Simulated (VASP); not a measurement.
# MgS (Niningerite) in VASP: notebook, part 2 of 2

VASP 6.6.1. Earlier steps stand in the parts before.

## (5) Single point, PBE (epitaxial xy strain -2.0%)

File INCAR:

```
  ALGO = Normal
  EDIFF = 1E-7
  ENCUT = 520
  GGA = PE
  ISIF = 2
  ISMEAR = -1
  LASPH = T
  LCHARG = F
  LREAL = F
  LWAVE = F
  NBANDS = 11
  NELM = 60
  PREC = Accurate
  SIGMA = 0.02
```

File KPOINTS:

```
k-points
0
Gamma
  8 8 8
```

File POSCAR:

```
MgS
1.0
    0.0000000000      2.5481866262      2.6339136872
    2.5481866262      0.0000000000      2.6339136872
    2.5481866262      2.5481866262      0.0000000000
Mg S
1 1
Direct
    0.0000000000      0.0000000000      0.0000000000
    0.5000000000      0.5000000000      0.5000000000
```

Potentials or basis: VASP PAW PBE potentials, release 64 (Mg, S).

Launch:

```
> cat potpaw_PBE.64/Mg/POTCAR potpaw_PBE.64/S/POTCAR > POTCAR
> mpirun -np 1 vasp_std > vasp.out
```

OUTCAR:

```text
EDIFF = 1E-7
   ENCUT = 520
   GGA = PE
   ISIF = 2
   ISMEAR = -1
   LASPH = T
   LREAL = F
   NELM = 60
   PREC = Accurate

 ion  position               nearest neighbor table
   1  0.000  0.000  0.000-   2 2.55   2 2.55   2 2.55   2 2.55   2 2.63   2 2.63
   2  0.500  0.500  0.500-   1 2.55   1 2.55   1 2.55   1 2.55   1 2.63   1 2.63

  LATTYP: Found a body centered tetragonal cell.
 ALAT       =     3.6036800862
 C/A-ratio  =     1.4617910714

  Lattice vectors:
[... 512 lines left out ...]
      4       3.1382      2.00000
      5       9.2962      0.00000
      6      10.7803      0.00000
      7      12.0151      0.00000
      8      12.3911      0.00000
      9      15.5638      0.00000
     10      16.9537      0.00000
     11      17.1891      0.00000

 [... further k-points ...]
[... 5 lines left out ...]
  --------------------------------------------------------------------------------------
  -------------------------------------------------------------------------------------
  Total        1.0201866      1.0201866      0.1856559      0.0000000      0.0000000     -0.0000000
  in kB       47.7855084     47.7855084      8.6961156      0.0000000      0.0000000     -0.0000000
  external PRESSURE =      34.7557108 kB  Pullay stress =       0.0000000 kB

 VOLUME and BASIS-vectors are now :
 -----------------------------------------------------------------------------
  energy-cutoff  :      520.00
  volume of cell :       34.21
      direct lattice vectors                 reciprocal lattice vectors
     0.000000000  2.548186626  2.633913687    -0.196217967  0.196217967  0.189831581
     2.548186626  0.000000000  2.633913687     0.196217967 -0.196217967  0.189831581
     2.548186626  2.548186626  0.000000000     0.196217967  0.196217967 -0.189831581

 POSITION                                       TOTAL-FORCE (eV/Angst)
 -----------------------------------------------------------------------------------
      0.00000      0.00000      0.00000         0.000000     -0.000000     -0.000000
      2.54819      2.54819      2.63391        -0.000000      0.000000      0.000000
 -----------------------------------------------------------------------------------
    total drift:                                0.000000      0.000000      0.000000

  FREE ENERGIE OF THE ION-ELECTRON SYSTEM (eV)
  ---------------------------------------------------
  free  energy   TOTEN  =        -8.4793806290 eV

  energy  without entropy=       -8.4793806289  energy(sigma->0) =       -8.47938063
```

Wall time 11 s (1 thread of Intel Xeon 6975P-C (Granite Rapids), shared host); peak memory 0.16 GiB.

Results:

```
Free energy            : -8.4794 eV
Pressure               : 3.5 GPa
Band gap on the k mesh : 2.70 eV, indirect (least direct gap 3.86 eV)
```

Caveat: the cell differs from its parent crystal (epitaxial xy strain -2.0%). A k mesh can miss the band edges.

## (6) Single point, r2SCAN (strain +5.2%)

File POSCAR:

```
MgS
1.0
    0.0000000000      2.7365365106      2.7365365106
    2.7365365106      0.0000000000      2.7365365106
    2.7365365106      2.7365365106      0.0000000000
Mg S
1 1
Direct
    0.0000000000      0.0000000000      0.0000000000
    0.5000000000      0.5000000000      0.5000000000
```

File INCAR.step1:

```
SYSTEM = MgS
PREC = Accurate
ENCUT = 520
ISMEAR = 0
SIGMA = 0.01
LREAL = .False.
LASPH = .True.
NELM = 60
NBANDS = 11
GGA = PE
ALGO = Normal
EDIFF = 1E-4
LWAVE = .True.
LCHARG = .False.
```

File INCAR.step2:

```
SYSTEM = MgS
PREC = Accurate
ENCUT = 520
EDIFF = 1E-7
ISMEAR = 0
SIGMA = 0.01
LREAL = .False.
LASPH = .True.
NELM = 60
ALGO = Normal
ISIF = 2
LWAVE = .False.
LCHARG = .False.
METAGGA = R2SCAN
LMIXTAU = .True.
NBANDS = 11
ISTART = 1
```

File KPOINTS:

```
regular mesh
0
Gamma
  8 8 8
  0 0 0
```

Potentials or basis: VASP PAW PBE potentials, release 64 (Mg, S).

Launch:

```
> cat potpaw_PBE.64/Mg/POTCAR potpaw_PBE.64/S/POTCAR > POTCAR
> cp INCAR.step1 INCAR
> mpirun -np 1 vasp_std > vasp.out
> cp INCAR.step2 INCAR
> mpirun -np 1 vasp_std > vasp.out
```

OUTCAR:

```text
SYSTEM = MgS
   PREC = Accurate
   ENCUT = 520
   EDIFF = 1E-7
   ISMEAR = 0
   LREAL = .False.
   LASPH = .True.
   NELM = 60
   ISIF = 2
   METAGGA = R2SCAN
   ISTART = 1

 ion  position               nearest neighbor table
   1  0.000  0.000  0.000-   2 2.74   2 2.74   2 2.74   2 2.74   2 2.74   2 2.74
   2  0.500  0.500  0.500-   1 2.74   1 2.74   1 2.74   1 2.74   1 2.74   1 2.74

  LATTYP: Found a face centered cubic cell.
 ALAT       =     5.4730730212

  Lattice vectors:

 A1 = (   0.0000000000,   2.7365365106,   2.7365365106)
 A2 = (   2.7365365106,   0.0000000000,   2.7365365106)
 A3 = (   2.7365365106,   2.7365365106,   0.0000000000)

Analysis of symmetry for initial positions (statically):
=====================================================================
 Subroutine PRICEL returns:
 Original cell was already a primitive cell.

 Routine SETGRP: Setting up the symmetry group for a
 face centered cubic supercell.

 Subroutine GETGRP returns: Found 48 space group operations
 (whereof 48 operations were pure point group operations)
 out of a pool of 48 trial point group operations.

The static configuration has the point symmetry O_h .

Analysis of symmetry for dynamics (positions and initial velocities):
=====================================================================
 Subroutine PRICEL returns:
 Original cell was already a primitive cell.

 Routine SETGRP: Setting up the symmetry group for a
 face centered cubic supercell.

 Subroutine GETGRP returns: Found 48 space group operations
 (whereof 48 operations were pure point group operations)
 out of a pool of 48 trial point group operations.

The dynamic configuration has the point symmetry O_h .

 Subroutine INISYM returns: Found 48 space group operations
 (whereof 48 operations are pure point group operations),
 and found     1 'primitive' translations

----------------------------------------------------------------------------------------

                                     Primitive cell

  volume of cell :      40.9858

  direct lattice vectors                    reciprocal lattice vectors
     0.000000000  2.736536511  2.736536511    -0.182712709  0.182712709  0.182712709
     2.736536511  0.000000000  2.736536511     0.182712709 -0.182712709  0.182712709
     2.736536511  2.736536511  0.000000000     0.182712709  0.182712709 -0.182712709

  length of vectors
     3.870047047  3.870047047  3.870047047     0.316467696  0.316467696  0.316467696

  position of ions in fractional coordinates (direct lattice)
     0.000000000  0.000000000  0.000000000
     0.500000000  0.500000000  0.500000000

  ion indices of the primitive-cell ions
   primitive index   ion index
                 1           1
                 2           2

----------------------------------------------------------------------------------------

 KPOINTS: regular mesh

Automatic generation of k-mesh.
 Grid dimensions read from file:
 generate k-points for:    8    8    8

 Generating k-lattice:

  Cartesian coordinates                     Fractional coordinates (reciprocal lattice)
    -0.022839089  0.022839089  0.022839089     0.125000000  0.000000000  0.000000000
     0.022839089 -0.022839089  0.022839089     0.000000000  0.125000000  0.000000000
     0.022839089  0.022839089 -0.022839089     0.000000000  0.000000000  0.125000000

  Length of vectors
     0.039558462  0.039558462  0.039558462

  Shift w.r.t. Gamma in fractional coordinates (k-lattice)
     0.000000000  0.000000000  0.000000000

 Subroutine IBZKPT returns following result:
 ===========================================

 Found     29 irreducible k-points:

 Following reciprocal coordinates:
            Coordinates               Weight
  0.000000  0.000000  0.000000      1.000000
  0.125000  0.000000  0.000000      8.000000
  0.250000  0.000000  0.000000      8.000000
  0.375000  0.000000  0.000000      8.000000
  0.500000  0.000000  0.000000      4.000000
  0.125000  0.125000  0.000000      6.000000
[... 16 lines left out ...]
  0.500000  0.250000  0.125000     48.000000
 -0.375000  0.250000  0.125000     24.000000
 [... further k-points ...]
   k-points           NKPTS =     29   k-points in BZ     NKDIM =     29   number of bands    NBANDS=     11
   number of dos      NEDOS =    301   number of ions     NIONS =      2
   total plane-waves  NPLWV =  27000
   dimension x,y,z NGX =    30 NGY =   30 NGZ =   30
   dimension x,y,z NGXF=    60 NGYF=   60 NGZF=   60
   ions per type =               1   1
   NGX,Y,Z   is equivalent  to a cutoff of  12.89, 12.89, 12.89 a.u.
   NGXF,Y,Z  is equivalent  to a cutoff of  25.77, 25.77, 25.77 a.u.
 SYSTEM =  MgS
   PREC   = accura    normal or accurate (medium, high low for compatibility)
   ISTART =      1    job   : 0-new  1-cont  2-samecut
   ICHARG =      0    charge: 1-file 2-atom 10-const
   ISPIN  =      1    spin polarized calculation?
   LNONCOLLINEAR =      F non collinear calculations
   LSORBIT =      F    spin-orbit coupling
   LASPH  =      T    aspherical Exc in radial PAW
   ENCUT  =  520.0 eV  38.22 Ry    6.18 a.u.   7.20  7.20  7.20*2*pi/ulx,y,z
   NELM   =     60;   NELMIN=  2; NELMDL=  0     # of ELM steps
   EDIFF  = 0.1E-06   stopping-criterion for ELM
   LREAL  =      F    real-space projection
   EDIFFG = 0.1E-05   stopping-criterion for IOM
   NSW    =      0    number of steps for IOM
   IBRION =     -1    ionic relax: 0-MD 1-quasi-New 2-CG
   NFREE  =      0    steps in history (QN), initial steepest desc. (CG)
   ISIF   =      2    stress and relaxation
   ISYM   =      2    0-nonsym 1-usesym 2-fastsym
   POTIM  = 0.5000    time-step for ionic-motion
   TEBEG  =    0.0;   TEEND  =   0.0 temperature during run
   PSTRESS=    0.0 pullay stress
   NELECT =       8.0000    total number of electrons
   NUPDOWN=      -1.0000    fix difference up-down
   EMIN   =  10.00;   EMAX   =-10.00  energy-range for DOS
   EFERMI =   0.00;   METHOD = LEGACY
   ISMEAR =     0;   SIGMA  =   0.01  broadening in eV -4-tet -1-fermi 0-gaus
   EFERMI_NEDOS =   21; number of points for ismear=-14 and -15
   IALGO  =     38    algorithm
   IMIX   =      4    mixing-type and parameters
     AMIX     =   0.40;   BMIX     =  1.00
     AMIX_MAG =   1.60;   BMIX_MAG =  1.00
  volume/ion in A,a.u.               =      20.49       138.29
  Fermi-wavevector in a.u.,A,eV,Ry     =   0.949643  1.794565 12.270024  0.901821
  Thomas-Fermi vector in A             =   2.077945
   LORBIT       =      0    0 simple, 1 ext, 2 COOP (PROOUT), +10 PAW based schemes
   METAGGA = R2SCAN    functional components
   LHFCALC =     F    Hartree Fock is set to
   AEXX    =    0.0000 exact exchange contribution
   IVDW    =     0    specifies the selected vdW correction
   LEPSILON=     F    determine dielectric tensor
   LRPA    =     F    only Hartree local field effects (RPA)
 non-spin polarized calculation
 Gauss-broadening in eV      SIGMA  =   0.01
  energy-cutoff  :      520.00
  volume of cell :       40.99
 maximum number of plane-waves:      1124
 NGX is ok and might be reduce to    30
   NGX = 15   NGY = 15   NGZ = 15

 number of electron       7.9999999 magnetization

 Free energy of the ion-electron system (eV)
  ---------------------------------------------------
  ext. energy  EPLUGINS =         0.00000000
  ---------------------------------------------------
  free energy    TOTEN  =       -15.31468010 eV

  energy without entropy =      -15.31468010  energy(sigma->0) =      -15.31468010

 E-fermi :   2.3747     XC(G=0):  -9.4377

 val. band max:        2.2555559843   @ k =   0.0000   0.0000   0.0000
 cond. band min:       5.3426540892   @ k =   0.5000   0.5000   0.0000
 fundamental gap:      3.0870981049
 Fermi energy:         2.3747093278

 k-point     1 :       0.0000    0.0000    0.0000
  band No.  band energies     occupation
      1     -10.1347      2.00000
      2       2.2556      2.00000
      3       2.2556      2.00000
      4       2.2556      2.00000
      5       5.7083      0.00000
      6      10.8379      0.00000
      7      10.8379      0.00000
      8      10.8379      0.00000
      9      12.9847      0.00000
     10      12.9847      0.00000
     11      15.2297      0.00000
[... 309 lines left out ...]
 k-point    24 :      -0.3750    0.2500    0.1250
  band No.  band energies     occupation
      1      -9.0092      2.00000
      2      -1.3882      2.00000
      3       0.5105      2.00000
      4       1.3314      2.00000
      5       8.0521      0.00000
      6       8.6706      0.00000
      7      10.8437      0.00000
      8      11.7029      0.00000
      9      14.6778      0.00000
     10      15.3495      0.00000
     11      17.7150      0.00000

 [... further k-points ...]
[... 5 lines left out ...]
  --------------------------------------------------------------------------------------
  -------------------------------------------------------------------------------------
  Total       -2.3693688     -2.3693688     -2.3693688     -0.0000000      0.0000000      0.0000000
  in kB      -92.6210091    -92.6210091    -92.6210091     -0.0000000      0.0000000      0.0000000
  external PRESSURE =     -92.6210091 kB  Pullay stress =       0.0000000 kB

 VOLUME and BASIS-vectors are now :
 -----------------------------------------------------------------------------
  energy-cutoff  :      520.00
  volume of cell :       40.99
      direct lattice vectors                 reciprocal lattice vectors
     0.000000000  2.736536511  2.736536511    -0.182712709  0.182712709  0.182712709
     2.736536511  0.000000000  2.736536511     0.182712709 -0.182712709  0.182712709
     2.736536511  2.736536511  0.000000000     0.182712709  0.182712709 -0.182712709

 POSITION                                       TOTAL-FORCE (eV/Angst)
 -----------------------------------------------------------------------------------
      0.00000      0.00000      0.00000        -0.000000     -0.000000      0.000000
      2.73654      2.73654      2.73654         0.000000      0.000000     -0.000000
 -----------------------------------------------------------------------------------
    total drift:                               -0.000000     -0.000000      0.000000

  FREE ENERGIE OF THE ION-ELECTRON SYSTEM (eV)
  ---------------------------------------------------
  free  energy   TOTEN  =       -15.3146801005 eV

  energy  without entropy=      -15.3146801005  energy(sigma->0) =      -15.31468010
```

OUTCAR.step1:

```text
SYSTEM = MgS
   PREC = Accurate
   ENCUT = 520
   ISMEAR = 0
   LREAL = .False.
   LASPH = .True.
[... 558 lines left out ...]
      0.00000      0.00000      0.00000        -0.000000     -0.000000      0.000000
      2.73654      2.73654      2.73654         0.000000      0.000000     -0.000000
 -----------------------------------------------------------------------------------
    total drift:                               -0.000000     -0.000000      0.000000

  FREE ENERGIE OF THE ION-ELECTRON SYSTEM (eV)
  ---------------------------------------------------
  free  energy   TOTEN  =        -8.3556750053 eV

  energy  without entropy=       -8.3556750053  energy(sigma->0) =       -8.35567501
```

OSZICAR.step1:

```text
N       E                     dE             d eps       ncg     rms          rms(c)
DAV:   1     0.256184093266E+02    0.25618E+02   -0.34806E+03   638   0.582E+02
DAV:   2    -0.692395307085E+01   -0.32542E+02   -0.30652E+02   835   0.100E+02
DAV:   3    -0.882887417821E+01   -0.19049E+01   -0.19018E+01   798   0.258E+01
DAV:   4    -0.884173892913E+01   -0.12865E-01   -0.12863E-01   747   0.257E+00
DAV:   5    -0.884186693212E+01   -0.12800E-03   -0.12800E-03   771   0.259E-01    0.389E+00
DAV:   6    -0.840123317861E+01    0.44063E+00   -0.10728E+00   716   0.378E+00    0.294E+00
DAV:   7    -0.835786044800E+01    0.43373E-01   -0.22765E-01   768   0.195E+00    0.207E+00
DAV:   8    -0.835626424060E+01    0.15962E-02   -0.21391E-02   686   0.868E-01    0.102E+00
DAV:   9    -0.835567182438E+01    0.59242E-03   -0.14304E-03   716   0.199E-01    0.407E-01
DAV:  10    -0.835567500527E+01   -0.31809E-05   -0.37584E-04   692   0.860E-02
   1 F= -.83556750E+01 E0= -.83556750E+01  d E =-.121097E-61
```

Wall time 41 s (1 thread of Intel Xeon 6975P-C (Granite Rapids), shared host); peak memory 0.17 GiB.

Results:

```yaml
Free_energy: -15.3147 eV
Pressure: -9.3 GPa
Band_gap_on_the_k_mesh: 3.09 eV, indirect (least direct gap 3.45 eV)
```

Caveat: the cell differs from its parent crystal (strain +5.2%); the PAW data sets were made with another functional, which shifts forces and pressure a little. A k mesh can miss the band edges.

## (7) Summary

| level | cell | k mesh | smearing | gap on the mesh (eV) | pressure (GPa) |
| --- | --- | --- | --- | --- | --- |
| PBE | a = 3.870 Å, angles 60.0°, 2 atoms | 8 × 8 × 8 | fermi-dirac 0.02 eV | 2.43 | -7.9 |
| PBE | a = 3.679, b = 3.679, c = 3.710 Å, angles 59.7, 59.7, 59.4°, 2 atoms | 6 × 6 × 6 | gaussian 0.01 eV | 2.68 | 0.9 |
| r2SCAN | a = 3.679 Å, angles 60.0°, 2 atoms | 8 × 8 × 8 | gaussian 0.01 eV | 3.43 | -0.5 |
| PBE | a = 3.665, b = 3.665, c = 3.604 Å, angles 60.6, 60.6, 58.9°, 2 atoms | 8 × 8 × 8 | fermi-dirac 0.02 eV | 2.70 | 3.5 |
| r2SCAN | a = 3.870 Å, angles 60.0°, 2 atoms | 8 × 8 × 8 | gaussian 0.01 eV | 3.09 | -9.3 |

Alike in all rows: task single point; potentials or basis VASP PAW PBE potentials, release 64 (Mg, S); no spin polarisation; cutoff (eV) 520.

Caveats: the PAW data sets were made with another functional, which shifts forces and pressure a little (some runs).

Absolute energies hang on the potentials; compare differences alone.
